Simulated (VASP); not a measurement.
Write the native input for VASP 6.6.1 that does the following.

```
Task                   : single point
Functional             : PBEsol
Potentials or basis    : VASP PAW PBE potentials, release 64 (B)
Cutoff                 : 520 eV
k mesh                 : 7 × 7 × 7
Occupations            : fermi-dirac, width 0.1 eV
Spin                   : no spin polarisation
Dipole correction      : no
Further INCAR settings : ALGO = Normal; EDIFF = 1e-06; NBANDS = 22
```

The structure of B lies in POSCAR:

```
B
1.0
    3.6497743171      0.0000000000      0.0000000000
    0.0000000000      3.6497743171      0.0000000000
    0.0000000000      0.0000000000      3.6497743171
B
8
Direct
    0.0000000000      1.0000000000      1.0000000000
    0.5000000000      0.5000000000      0.5000000000
    0.2500000000      0.0000000000      0.5000000000
    0.7500000000      1.0000000000      0.5000000000
    0.5000000000      0.2500000000      1.0000000000
    0.5000000000      0.7500000000      1.0000000000
    1.0000000000      0.5000000000      0.2500000000
    1.0000000000      0.5000000000      0.7500000000
```

One way to write it, as run:

INCAR

```
SYSTEM = B
PREC = Accurate
ENCUT = 520
EDIFF = 1E-6
ISMEAR = -1
SIGMA = 0.1
LREAL = .FALSE.
LASPH = .TRUE.
NELM = 80
ALGO = Normal
ISIF = 2
LWAVE = .FALSE.
LCHARG = .FALSE.
GGA = PS
NBANDS = 22
```

KPOINTS

```
regular mesh
0
G
  7 7 7
  0 0 0
```

Potentials or basis: VASP PAW PBE potentials, release 64 (B).

The run is started by

```sh
$ cat potpaw_PBE.64/B/POTCAR > POTCAR
$ mpirun -np 1 vasp_std > vasp.out
```

Results of the run:

* Pressure: 0.3 GPa
* Band gap on the k mesh: zero (band 12 reaches 13.39 eV, above the bottom of band 13 at 9.56 eV)

Caveat: the PAW data sets were made with another functional, which shifts forces and pressure a little.

Wall time 8.2 s on 1 thread of Intel(R) Xeon(R) 6975P-C (Granite Rapids), on a shared host, peak memory 0.15 GiB.
